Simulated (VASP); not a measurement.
# Nb (Fm-3m) in VASP: single point with PBE

Aim: the single point of Nb with PBE.

All numbers are computed with VASP 6.6.1; they aren't measurements. Logs are shortened: lines on timing, memory, paths and dates and some standing lists are left out, and cuts for length are marked.

### 1 The cell of the first run

It takes space group Fm-3m (No. 225, cubic). The conventional cell has a = 4.230 Å, b = 4.230 Å, c = 4.230 Å, α = 90.00°, β = 90.00°, γ = 90.00°. Nb (site symmetry m-3m) has 12 Nb at 2.99 Å within 3.9 Å.

### 2 Single point, PBE

Contents of INCAR:

```
SYSTEM = Nb
ALGO = Normal ; EDIFF = 1E-6
ENCUT = 520 ; GGA = PE
ISIF = 2 ; ISMEAR = 0
LASPH = .True. ; LCHARG = .False.
LREAL = .False. ; LWAVE = .False.
NBANDS = 12 ; NELM = 80
PREC = Accurate ; SIGMA = 0.05
```

Contents of KPOINTS:

```
k-points
0
Gamma
  17 17 17
  0 0 0
```

Contents of POSCAR:

```
Nb
1.0
    0.0000000000      2.1150000000      2.1150000000
    2.1150000000      0.0000000000      2.1150000000
    2.1150000000      2.1150000000      0.0000000000
Nb
1
Direct
    0.0000000000      0.0000000000      0.0000000000
```

Potentials or basis: VASP PAW PBE potentials, release 64 (Nb_sv).

Started as:

```bash
$ cat potpaw_PBE.64/Nb_sv/POTCAR > POTCAR
$ mpirun -np 1 vasp_std > vasp.out
```

OUTCAR:

```text
SYSTEM = Nb
   EDIFF = 1E-6
   ENCUT = 520
   GGA = PE
   ISIF = 2
   ISMEAR = 0
   LASPH = .True.
   LREAL = .False.
   NELM = 80
   PREC = Accurate

 ion  position               nearest neighbor table
   1  0.000  0.000  0.000-

  LATTYP: Found a face centered cubic cell.
 ALAT       =     4.2300000000

  Lattice vectors:

 A1 = (   0.0000000000,   2.1150000000,   2.1150000000)
 A2 = (   2.1150000000,   0.0000000000,   2.1150000000)
 A3 = (   2.1150000000,   2.1150000000,   0.0000000000)

Analysis of symmetry for initial positions (statically):
=====================================================================
 Subroutine PRICEL returns:
 Original cell was already a primitive cell.

 Routine SETGRP: Setting up the symmetry group for a
 face centered cubic supercell.

 Subroutine GETGRP returns: Found 48 space group operations
 (whereof 48 operations were pure point group operations)
 out of a pool of 48 trial point group operations.

The static configuration has the point symmetry O_h .

Analysis of symmetry for dynamics (positions and initial velocities):
=====================================================================
 Subroutine PRICEL returns:
 Original cell was already a primitive cell.

 Routine SETGRP: Setting up the symmetry group for a
 face centered cubic supercell.

 Subroutine GETGRP returns: Found 48 space group operations
 (whereof 48 operations were pure point group operations)
 out of a pool of 48 trial point group operations.

The dynamic configuration has the point symmetry O_h .

 Subroutine INISYM returns: Found 48 space group operations
 (whereof 48 operations are pure point group operations),
 and found     1 'primitive' translations

----------------------------------------------------------------------------------------

                                     Primitive cell

  volume of cell :      18.9217

  direct lattice vectors                    reciprocal lattice vectors
     0.000000000  2.115000000  2.115000000    -0.236406619  0.236406619  0.236406619
     2.115000000  0.000000000  2.115000000     0.236406619 -0.236406619  0.236406619
     2.115000000  2.115000000  0.000000000     0.236406619  0.236406619 -0.236406619

  length of vectors
     2.991061684  2.991061684  2.991061684     0.409468276  0.409468276  0.409468276

[... 83 lines left out ...]
   NFREE  =      0    steps in history (QN), initial steepest desc. (CG)
   ISIF   =      2    stress and relaxation
   ISYM   =      2    0-nonsym 1-usesym 2-fastsym
   POTIM  = 0.5000    time-step for ionic-motion
   TEBEG  =    0.0;   TEEND  =   0.0 temperature during run
   PSTRESS=    0.0 pullay stress
   NELECT =      13.0000    total number of electrons
   NUPDOWN=      -1.0000    fix difference up-down
   EMIN   =  10.00;   EMAX   =-10.00  energy-range for DOS
   EFERMI =   0.00;   METHOD = LEGACY
   ISMEAR =     0;   SIGMA  =   0.05  broadening in eV -4-tet -1-fermi 0-gaus
   EFERMI_NEDOS =   21; number of points for ismear=-14 and -15
   IALGO  =     38    algorithm
   IMIX   =      4    mixing-type and parameters
     AMIX     =   0.40;   BMIX     =  1.00
     AMIX_MAG =   1.60;   BMIX_MAG =  1.00
  volume/ion in A,a.u.               =      18.92       127.69
  Fermi-wavevector in a.u.,A,eV,Ry     =   1.444560  2.729823 28.392005  2.086754
  Thomas-Fermi vector in A             =   2.562841
   LORBIT       =      0    0 simple, 1 ext, 2 COOP (PROOUT), +10 PAW based schemes
   GGA     = PE    functional components
   LHFCALC =     F    Hartree Fock is set to
   AEXX    =    0.0000 exact exchange contribution
   IVDW    =     0    specifies the selected vdW correction
   LEPSILON=     F    determine dielectric tensor
   LRPA    =     F    only Hartree local field effects (RPA)
 non-spin polarized calculation
 Gauss-broadening in eV      SIGMA  =   0.05
  energy-cutoff  :      520.00
  volume of cell :       18.92
 maximum number of plane-waves:       531
   NGX = 11   NGY = 11   NGZ = 11

 number of electron      13.0000001 magnetization

 Free energy of the ion-electron system (eV)
  ---------------------------------------------------
  ext. energy  EPLUGINS =         0.00000000
  ---------------------------------------------------
  free energy    TOTEN  =        -9.89245101 eV

  energy without entropy =       -9.89057849  energy(sigma->0) =       -9.89151475

 E-fermi :  10.8509     XC(G=0): -12.2508

 val. band max:       10.8248356681   @ k =  -0.3529   0.0588   0.0000
 cond. band min:      10.8606176324   @ k =   0.0588   0.0000   0.0000
 fundamental gap:      0.0357819642
 Fermi energy:        10.8509392766

 k-point     1 :       0.0000    0.0000    0.0000
  band No.  band energies     occupation
      1     -43.9535      2.00000
      2     -19.3554      2.00000
      3     -19.3554      2.00000
      4     -19.3554      2.00000
      5       4.6466      2.00000
      6      10.9609      0.00186
      7      10.9609      0.00186
      8      10.9609      0.00186
      9      13.5241      0.00000
     10      13.5241      0.00000
     11      22.6643      0.00000
     12      27.4040      0.00000
[... 331 lines left out ...]
 k-point    24 :      -0.1176    0.0588    0.0000
  band No.  band energies     occupation
      1     -43.9164      2.00000
      2     -19.5861      2.00000
      3     -19.4139      2.00000
      4     -19.3740      2.00000
      5       5.4143      2.00000
      6      10.4106      2.00000
      7      11.2829      0.00000
      8      11.2934      0.00000
      9      13.0384      0.00000
     10      13.5565      0.00000
     11      24.0943      0.00000
     12      25.4230      0.00000

 [... further k-points ...]

------------------------ aborting loop because EDIFF is reached ----------------------------------------

  FORCE on cell =-STRESS in cart. coord.  units (eV):
  Direction    XX          YY          ZZ          XY          YZ          ZX
  --------------------------------------------------------------------------------------
  -------------------------------------------------------------------------------------
  Total       -0.1921380     -0.1921380     -0.1921380     -0.0000000     -0.0000000      0.0000000
  in kB      -16.2690662    -16.2690662    -16.2690662     -0.0000000     -0.0000000      0.0000000
  external PRESSURE =     -16.2690662 kB  Pullay stress =       0.0000000 kB

 VOLUME and BASIS-vectors are now :
 -----------------------------------------------------------------------------
  energy-cutoff  :      520.00
  volume of cell :       18.92
      direct lattice vectors                 reciprocal lattice vectors
     0.000000000  2.115000000  2.115000000    -0.236406619  0.236406619  0.236406619
     2.115000000  0.000000000  2.115000000     0.236406619 -0.236406619  0.236406619
     2.115000000  2.115000000  0.000000000     0.236406619  0.236406619 -0.236406619

 POSITION                                       TOTAL-FORCE (eV/Angst)
 -----------------------------------------------------------------------------------
      0.00000      0.00000      0.00000         0.000000      0.000000      0.000000
 -----------------------------------------------------------------------------------
    total drift:                               -0.000000     -0.000000     -0.000000

  FREE ENERGIE OF THE ION-ELECTRON SYSTEM (eV)
  ---------------------------------------------------
  free  energy   TOTEN  =        -9.8924510133 eV

  energy  without entropy=       -9.8905784877  energy(sigma->0) =       -9.89151475
```

stdout:

```text
POSCAR found type information on POSCAR Nb
 POSCAR found :  1 types and       1 ions
 scaLAPACK will be used
 LDA part: xc-table for (Slater+PW92), standard interpolation
 POSCAR, INCAR and KPOINTS ok, starting setup
 FFT: planning ... GRIDC
 FFT: planning ... GRID_SOFT
 FFT: planning ... GRID
 WAVECAR not read
 entering main loop
```

Run time: 36 s. Hardware: 1 thread of AMD EPYC 7R13 (Zen 3), shared host; peak memory 0.13 GiB.

What came out:

```yaml
Free_energy: -9.8925 eV
Pressure: -1.6 GPa
```
